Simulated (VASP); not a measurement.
# LiF (P6_3mc) in VASP: a series of runs

LiF is run at these levels: PBE; tasks: single point.

Program: VASP 6.6.1. These are calculated values, not measurements. Logs are shortened: lines on timing, memory, paths and dates and some standing lists are left out, and cuts for length are marked.

## (1) The cell of the first run

It takes space group P6_3mc (No. 186, hexagonal). Conventional cell: a = 3.143 Å, b = 3.143 Å, c = 4.850 Å, α = 90.00°, β = 90.00°, γ = 120.00°. Li (site symmetry 3m) has 4 F at 1.68 to 1.96 Å within 2.2 Å. F (site symmetry 3m) has 4 Li at 1.68 to 1.96 Å within 2.2 Å.

## (2) Single point, PBE (c/a of the conventional cell at fixed volume 1.5431)

INCAR reads:

```
ALGO = Normal
EDIFF = 1E-6
ENCUT = 520
GGA = PE
ISIF = 2
ISMEAR = 0
LASPH = True
LCHARG = False
LREAL = False
LWAVE = False
NBANDS = 18
NELM = 60
PREC = Accurate
SIGMA = 0.05
```

KPOINTS reads:

```
k-points
0
Gamma
  9 9 6
```

POSCAR reads:

```
LiF
1.0
    3.1427330808      0.0000000000      0.0000000000
   -1.5713665404      2.7216866853      0.0000000000
    0.0000000000      0.0000000000      4.8495514170
Li F
2 2
Direct
    0.3333333333      0.6666666667      0.3402706354
    0.6666666667      0.3333333333      0.8402706354
    0.3333333333      0.6666666667      0.9939266766
    0.6666666667      0.3333333333      0.4939266766
```

Potentials or basis: VASP PAW PBE potentials, release 64 (Li_sv, F).

Launch:

```
cat potpaw_PBE.64/Li_sv/POTCAR potpaw_PBE.64/F/POTCAR > POTCAR
mpirun -np 1 vasp_std > vasp.out
```

OUTCAR:

```text
EDIFF = 1E-6
   ENCUT = 520
   GGA = PE
   ISIF = 2
   ISMEAR = 0
   LASPH = True
   LREAL = False
   NELM = 60
   PREC = Accurate

 ion  position               nearest neighbor table
   1  0.333  0.667  0.340-   3 1.68   4 1.96   4 1.96   4 1.96
   2  0.667  0.333  0.840-   4 1.68   3 1.96   3 1.96   3 1.96
   3  0.333  0.667  0.994-   1 1.68   2 1.96   2 1.96   2 1.96
   4  0.667  0.333  0.494-   2 1.68   1 1.96   1 1.96   1 1.96

  LATTYP: Found a hexagonal cell.
 ALAT       =     3.1427330808
 C/A-ratio  =     1.5431000000

  Lattice vectors:

 A1 = (   3.1427330808,   0.0000000000,   0.0000000000)
 A2 = (  -1.5713665404,   2.7216866853,   0.0000000000)
 A3 = (   0.0000000000,   0.0000000000,   4.8495514170)

Analysis of symmetry for initial positions (statically):
=====================================================================
 Subroutine PRICEL returns:
 Original cell was already a primitive cell.

 Routine SETGRP: Setting up the symmetry group for a
 hexagonal supercell.

 Subroutine GETGRP returns: Found 12 space group operations
 (whereof  6 operations were pure point group operations)
 out of a pool of 24 trial point group operations.

The static configuration has the point symmetry C_3v.
 The point group associated with its full space group is C_6v.

Analysis of symmetry for dynamics (positions and initial velocities):
=====================================================================
 Subroutine PRICEL returns:
 Original cell was already a primitive cell.

 Routine SETGRP: Setting up the symmetry group for a
 hexagonal supercell.

 Subroutine GETGRP returns: Found 12 space group operations
 (whereof  6 operations were pure point group operations)
 out of a pool of 24 trial point group operations.

The dynamic configuration has the point symmetry C_3v.
 The point group associated with its full space group is C_6v.

 Subroutine INISYM returns: Found 12 space group operations
 (whereof  6 operations are pure point group operations),
 and found     1 'primitive' translations

----------------------------------------------------------------------------------------

                                     Primitive cell

  volume of cell :      41.4808

  direct lattice vectors                    reciprocal lattice vectors
     3.142733081  0.000000000  0.000000000     0.318194379  0.183709610  0.000000000
    -1.571366540  2.721686685  0.000000000     0.000000000  0.367419220  0.000000000
     0.000000000  0.000000000  4.849551417     0.000000000  0.000000000  0.206204639

  length of vectors
     3.142733081  3.142733081  4.849551417     0.367419220  0.367419220  0.206204639

  position of ions in fractional coordinates (direct lattice)
     0.333333333  0.666666667  0.340270635
     0.666666667  0.333333333  0.840270635
     0.333333333  0.666666667  0.993926677
     0.666666667  0.333333333  0.493926677

  ion indices of the primitive-cell ions
   primitive index   ion index
                 1           1
                 2           2
                 3           3
                 4           4

----------------------------------------------------------------------------------------

 KPOINTS: k-points

Automatic generation of k-mesh.
 Grid dimensions read from file:
 generate k-points for:    9    9    6

 Generating k-lattice:

  Cartesian coordinates                     Fractional coordinates (reciprocal lattice)
     0.035354931  0.020412179  0.000000000     0.111111111  0.000000000  0.000000000
     0.000000000  0.040824358  0.000000000     0.000000000  0.111111111  0.000000000
     0.000000000  0.000000000  0.034367440     0.000000000  0.000000000  0.166666667

  Length of vectors
     0.040824358  0.040824358  0.034367440

  Shift w.r.t. Gamma in fractional coordinates (k-lattice)
     0.000000000  0.000000000  0.000000000

 Subroutine IBZKPT returns following result:
 ===========================================

 Found     48 irreducible k-points:

 Following reciprocal coordinates:
            Coordinates               Weight
  0.000000  0.000000  0.000000      1.000000
  0.111111  0.000000  0.000000      6.000000
  0.222222  0.000000  0.000000      6.000000
  0.333333  0.000000  0.000000      6.000000
  0.444444  0.000000  0.000000      6.000000
  0.111111  0.111111  0.000000      6.000000
[... 16 lines left out ...]
  0.333333  0.222222  0.166667     24.000000
  0.333333  0.333333  0.166667      4.000000
 [... further k-points ...]
   k-points           NKPTS =     48   k-points in BZ     NKDIM =     48   number of bands    NBANDS=     18
   number of dos      NEDOS =    301   number of ions     NIONS =      4
   total plane-waves  NPLWV =  20736
   dimension x,y,z NGX =    24 NGY =   24 NGZ =   36
   dimension x,y,z NGXF=    48 NGYF=   48 NGZF=   72
   ions per type =               2   2
   NGX,Y,Z   is equivalent  to a cutoff of  12.70, 12.70, 12.34 a.u.
   NGXF,Y,Z  is equivalent  to a cutoff of  25.39, 25.39, 24.68 a.u.
 SYSTEM =  unknown system
   PREC   = accura    normal or accurate (medium, high low for compatibility)
   ISTART =      0    job   : 0-new  1-cont  2-samecut
   ICHARG =      2    charge: 1-file 2-atom 10-const
   ISPIN  =      1    spin polarized calculation?
   LNONCOLLINEAR =      F non collinear calculations
   LSORBIT =      F    spin-orbit coupling
   LASPH  =      T    aspherical Exc in radial PAW
   ENCUT  =  520.0 eV  38.22 Ry    6.18 a.u.   5.84  5.84  9.02*2*pi/ulx,y,z
   NELM   =     60;   NELMIN=  2; NELMDL= -5     # of ELM steps
   EDIFF  = 0.1E-05   stopping-criterion for ELM
   LREAL  =      F    real-space projection
   EDIFFG = 0.1E-04   stopping-criterion for IOM
   NSW    =      0    number of steps for IOM
   IBRION =     -1    ionic relax: 0-MD 1-quasi-New 2-CG
   NFREE  =      0    steps in history (QN), initial steepest desc. (CG)
   ISIF   =      2    stress and relaxation
   ISYM   =      2    0-nonsym 1-usesym 2-fastsym
   POTIM  = 0.5000    time-step for ionic-motion
   TEBEG  =    0.0;   TEEND  =   0.0 temperature during run
   PSTRESS=    0.0 pullay stress
   NELECT =      20.0000    total number of electrons
   NUPDOWN=      -1.0000    fix difference up-down
   EMIN   =  10.00;   EMAX   =-10.00  energy-range for DOS
   EFERMI =   0.00;   METHOD = LEGACY
   ISMEAR =     0;   SIGMA  =   0.05  broadening in eV -4-tet -1-fermi 0-gaus
   EFERMI_NEDOS =   21; number of points for ismear=-14 and -15
   IALGO  =     38    algorithm
   IMIX   =      4    mixing-type and parameters
     AMIX     =   0.40;   BMIX     =  1.00
     AMIX_MAG =   1.60;   BMIX_MAG =  1.00
  volume/ion in A,a.u.               =      10.37        69.98
  Fermi-wavevector in a.u.,A,eV,Ry     =   1.283716  2.425872 22.421420  1.647928
  Thomas-Fermi vector in A             =   2.415953
   LORBIT       =      0    0 simple, 1 ext, 2 COOP (PROOUT), +10 PAW based schemes
   GGA     = PE    functional components
   LHFCALC =     F    Hartree Fock is set to
   AEXX    =    0.0000 exact exchange contribution
   IVDW    =     0    specifies the selected vdW correction
   LEPSILON=     F    determine dielectric tensor
   LRPA    =     F    only Hartree local field effects (RPA)
 non-spin polarized calculation
 Gauss-broadening in eV      SIGMA  =   0.05
  energy-cutoff  :      520.00
  volume of cell :       41.48
 maximum number of plane-waves:      1126
 NGX is ok and might be reduce to    24
   NGX = 11   NGY = 11   NGZ = 19

 number of electron      19.9999990 magnetization

 Free energy of the ion-electron system (eV)
  ---------------------------------------------------
  ext. energy  EPLUGINS =         0.00000000
  ---------------------------------------------------
  free energy    TOTEN  =       -19.09113515 eV

  energy without entropy =      -19.09113515  energy(sigma->0) =      -19.09113515

 E-fermi :  -2.4868     XC(G=0):  -8.6235

 val. band max:       -2.7485243868   @ k =   0.0000   0.0000   0.0000
 cond. band min:       4.8554193333   @ k =   0.0000   0.0000   0.0000
 fundamental gap:      7.6039437201
 Fermi energy:        -2.4868002021

 k-point     1 :       0.0000    0.0000    0.0000
  band No.  band energies     occupation
      1     -43.1920      2.00000
      2     -43.1494      2.00000
      3     -22.0477      2.00000
      4     -21.9125      2.00000
      5      -4.5975      2.00000
      6      -3.0850      2.00000
[... 10 lines left out ...]
     17      16.6714      0.00000
     18      18.0747      0.00000

 k-point     2 :       0.1111    0.0000    0.0000
  band No.  band energies     occupation
      1     -43.1892      2.00000
      2     -43.1489      2.00000
      3     -22.0309      2.00000
      4     -21.9025      2.00000
      5      -4.5564      2.00000
      6      -3.2196      2.00000
[... 10 lines left out ...]
     17      16.6906      0.00000
     18      18.1497      0.00000

 k-point     3 :       0.2222    0.0000    0.0000
  band No.  band energies     occupation
      1     -43.1817      2.00000
      2     -43.1478      2.00000
      3     -21.9865      2.00000
      4     -21.8780      2.00000
      5      -4.4640      2.00000
      6      -3.5953      2.00000
[... 10 lines left out ...]
     17      16.5581      0.00000
     18      16.9634      0.00000

 k-point     4 :       0.3333    0.0000    0.0000
  band No.  band energies     occupation
      1     -43.1722      2.00000
      2     -43.1476      2.00000
      3     -21.9314      2.00000
      4     -21.8542      2.00000
      5      -4.4812      2.00000
      6      -3.8914      2.00000
[... 10 lines left out ...]
     17      15.9244      0.00000
     18      17.3185      0.00000

 k-point     5 :       0.4444    0.0000    0.0000
  band No.  band energies     occupation
      1     -43.1645      2.00000
      2     -43.1489      2.00000
      3     -21.8887      2.00000
      4     -21.8443      2.00000
      5      -4.6533      2.00000
      6      -3.9355      2.00000
[... 10 lines left out ...]
     17      15.7793      0.00000
     18      17.4716      0.00000

 k-point     6 :       0.1111    0.1111    0.0000
  band No.  band energies     occupation
      1     -43.1840      2.00000
      2     -43.1481      2.00000
      3     -22.0001      2.00000
      4     -21.8853      2.00000
      5      -4.4845      2.00000
      6      -3.4633      2.00000
[... 10 lines left out ...]
     17      16.7561      0.00000
     18      18.0455      0.00000

 k-point     7 :       0.2222    0.1111    0.0000
  band No.  band energies     occupation
      1     -43.1754      2.00000
      2     -43.1475      2.00000
      3     -21.9501      2.00000
      4     -21.8610      2.00000
      5      -4.4003      2.00000
      6      -3.9036      2.00000
[... 10 lines left out ...]
     17      17.0138      0.00000
     18      17.1009      0.00000

 k-point     8 :       0.3333    0.1111    0.0000
  band No.  band energies     occupation
      1     -43.1665      2.00000
      2     -43.1483      2.00000
      3     -21.9002      2.00000
      4     -21.8447      2.00000
      5      -4.5236      2.00000
      6      -4.0201      2.00000
[... 10 lines left out ...]
     17      16.1914      0.00000
     18      17.4027      0.00000
[... 229 lines left out ...]
     17      16.6977      0.00000
     18      17.6605      0.00000

 k-point    20 :       0.3333    0.1111    0.1667
  band No.  band energies     occupation
      1     -43.1653      2.00000
      2     -43.1496      2.00000
      3     -21.8974      2.00000
      4     -21.8492      2.00000
      5      -4.4873      2.00000
      6      -4.0273      2.00000
[... 10 lines left out ...]
     17      16.2803      0.00000
     18      17.6610      0.00000

 k-point    21 :       0.4444    0.1111    0.1667
  band No.  band energies     occupation
      1     -43.1611      2.00000
      2     -43.1505      2.00000
      3     -21.8745      2.00000
      4     -21.8454      2.00000
      5      -4.6029      2.00000
      6      -3.9922      2.00000
[... 10 lines left out ...]
     17      15.9181      0.00000
     18      17.7285      0.00000

 k-point    22 :       0.2222    0.2222    0.1667
  band No.  band energies     occupation
      1     -43.1660      2.00000
      2     -43.1495      2.00000
      3     -21.9017      2.00000
      4     -21.8496      2.00000
      5      -4.2533      2.00000
      6      -4.2502      2.00000
[... 10 lines left out ...]
     17      16.9012      0.00000
     18      17.8997      0.00000

 k-point    23 :       0.3333    0.2222    0.1667
  band No.  band energies     occupation
      1     -43.1594      2.00000
      2     -43.1511      2.00000
      3     -21.8676      2.00000
      4     -21.8428      2.00000
      5      -4.4726      2.00000
      6      -4.0771      2.00000
[... 10 lines left out ...]
     17      16.4545      0.00000
     18      17.8977      0.00000

 k-point    24 :       0.3333    0.3333    0.1667
  band No.  band energies     occupation
      1     -43.1544      2.00000
      2     -43.1544      2.00000
      3     -21.8481      2.00000
      4     -21.8481      2.00000
      5      -4.4588      2.00000
      6      -3.9746      2.00000
[... 10 lines left out ...]
     17      15.8220      0.00000
     18      17.7028      0.00000

 [... further k-points ...]

------------------------ aborting loop because EDIFF is reached ----------------------------------------

  FORCE on cell =-STRESS in cart. coord.  units (eV):
  Direction    XX          YY          ZZ          XY          YZ          ZX
  --------------------------------------------------------------------------------------
  -------------------------------------------------------------------------------------
  Total       -0.6311477     -0.6311477      3.1724978      0.0000000      0.0000000      0.0000000
  in kB      -24.3777931    -24.3777931    122.5362870      0.0000000      0.0000000      0.0000000
  external PRESSURE =      24.5935669 kB  Pullay stress =       0.0000000 kB

 VOLUME and BASIS-vectors are now :
 -----------------------------------------------------------------------------
  energy-cutoff  :      520.00
  volume of cell :       41.48
      direct lattice vectors                 reciprocal lattice vectors
     3.142733081  0.000000000  0.000000000     0.318194379  0.183709610  0.000000000
    -1.571366540  2.721686685  0.000000000     0.000000000  0.367419220  0.000000000
     0.000000000  0.000000000  4.849551417     0.000000000  0.000000000  0.206204639

 POSITION                                       TOTAL-FORCE (eV/Angst)
 -----------------------------------------------------------------------------------
     -0.00000      1.81446      1.65016         0.000000     -0.000000      1.206697
      1.57137      0.90723      4.07494        -0.000000      0.000000      1.206697
     -0.00000      1.81446      4.82010         0.000000     -0.000000     -1.206697
      1.57137      0.90723      2.39532        -0.000000      0.000000     -1.206697
 -----------------------------------------------------------------------------------
    total drift:                                0.000000     -0.000000      0.005646

  FREE ENERGIE OF THE ION-ELECTRON SYSTEM (eV)
  ---------------------------------------------------
  free  energy   TOTEN  =       -19.0911351527 eV

  energy  without entropy=      -19.0911351527  energy(sigma->0) =      -19.09113515
```

Run time: 16 s. Hardware: 1 thread of Intel Xeon Platinum 8488C (Sapphire Rapids), shared host; peak memory 0.16 GiB.

Results:

```yaml
Free_energy: -19.0911 eV
Largest_force: 1.207 eV/Å
Band_gap_on_the_k_mesh: 7.60 eV, direct
```

Forces on the atoms (eV/Å):
```
Li   0.000  0.000  1.207
Li   0.000  0.000  1.207
F    0.000  0.000 -1.207
F    0.000  0.000 -1.207
```

Levels at points of the mesh, in eV from the valence-band top:
```
           k point  band 7  band 8  band 9  band 10  band 11  band 12  band 13  band 14
(0.00, 0.00, 0.00)   -0.34   -0.17    0.00     0.00     7.60    11.92    14.83    18.30
(0.00, 0.00, 0.50)   -0.17   -0.17   -0.17    -0.17     9.16     9.16    17.85    17.85
```

Caveat: the cutoff is under 1.25 times the usual one of these potentials, so pressure, stress and relaxed cells hold a basis-set (Pulay) error; forces of over 1 eV/Å act on the atoms, so gaps and moduli don't describe the material at rest.

## (3) Single point, PBE

INCAR reads:

```
  ALGO = Normal
  EDIFF = 1E-6
  ENCUT = 520
  GGA = PE
  ISIF = 2
  ISMEAR = 0
  LASPH = T
  LCHARG = F
  LREAL = F
  LWAVE = F
  NBANDS = 18
  NELM = 100
  PREC = Accurate
  SIGMA = 0.05
```

KPOINTS is that of step 2.

POSCAR reads:

```
LiF
1.0
    3.1259140087      0.0000000000      0.0000000000
   -1.5629570043      2.7071209416      0.0000000000
    0.0000000000      0.0000000000      4.9018781194
Li F
2 2
Direct
    0.3333333333      0.6666666667      0.3810713234
    0.6666666667      0.3333333333      0.8810713234
    0.3333333333      0.6666666667      0.9939266766
    0.6666666667      0.3333333333      0.4939266766
```

Potentials or basis: VASP PAW PBE potentials, release 64 (Li_sv, F).

Launch:

```
cat potpaw_PBE.64/Li_sv/POTCAR potpaw_PBE.64/F/POTCAR > POTCAR
mpirun -np 1 vasp_std > vasp.out
```

It took 35 s on 1 thread of Intel Xeon Platinum 8259CL at 2.50GHz (Skylake/Cascade Lake), shared host; peak memory 0.16 GiB.

Results (log left out):

```
Free energy            : -19.3004 eV
Band gap on the k mesh : 7.59 eV, direct
```

Forces in eV/Å, atoms in the order of the input:
```
Li   0.000  0.000 -0.003
Li   0.000  0.000 -0.003
F    0.000  0.000  0.003
F    0.000  0.000  0.003
```

Levels at points of the mesh, in eV from the valence-band top:
```
           k point  band 7  band 8  band 9  band 10  band 11  band 12  band 13  band 14
(0.00, 0.00, 0.00)   -0.44   -0.14   -0.14     0.00     7.59    11.80    14.85    18.24
(0.00, 0.00, 0.50)   -0.29   -0.29   -0.29    -0.29     9.25     9.25    17.27    17.27
```

Caveat: the cutoff is under 1.25 times the usual one of these potentials, so pressure, stress and relaxed cells hold a basis-set (Pulay) error. A k mesh can miss the band edges.
